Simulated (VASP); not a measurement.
Write the native input for VASP 6.6.1 that does the following.

```yaml
Task: single point
Functional: PBE
Potentials_or_basis: VASP PAW PBE potentials, release 64 (C)
Cutoff: 520 eV
k_mesh: 16 × 16 × 16
Occupations: fermi-dirac, width 0.03 eV
Spin: no spin polarisation
Dipole_correction: no
Further_INCAR_settings: ALGO = Normal; EDIFF = 1e-07; NBANDS = 8
```

The structure of C lies in POSCAR:

```
C
1.0
   -1.1840705551      1.1840705551      1.1840705551
    1.1840705551     -1.1840705551      1.1840705551
    1.1840705551      1.1840705551     -1.1840705551
C
1
Direct
    0.0000000000      0.0000000000      0.0000000000
```

One way to write it, as run:

INCAR

```
PREC = Accurate
ENCUT = 520
EDIFF = 1E-7
ISMEAR = -1
SIGMA = 0.03
LREAL = F
LASPH = T
NELM = 60
ALGO = Normal
ISIF = 2
LWAVE = F
LCHARG = F
GGA = PE
NBANDS = 8
```

KPOINTS

```
regular mesh
0
Gamma
  16 16 16
```

Potentials or basis: VASP PAW PBE potentials, release 64 (C).

Run with:

```console
$ cat potpaw_PBE.64/C/POTCAR > POTCAR
$ mpirun -np 1 vasp_std > vasp.out
```

It gave:

```yaml
Pressure: 0.1 GPa
Band_gap_on_the_k_mesh: zero (band 2 reaches 17.71 eV, above the bottom of band 3 at 3.66 eV)
```

Wall time 2.5 s on 1 thread of Intel(R) Xeon(R) Platinum 8488C (Sapphire Rapids) (shared host), peak memory 0.11 GiB.
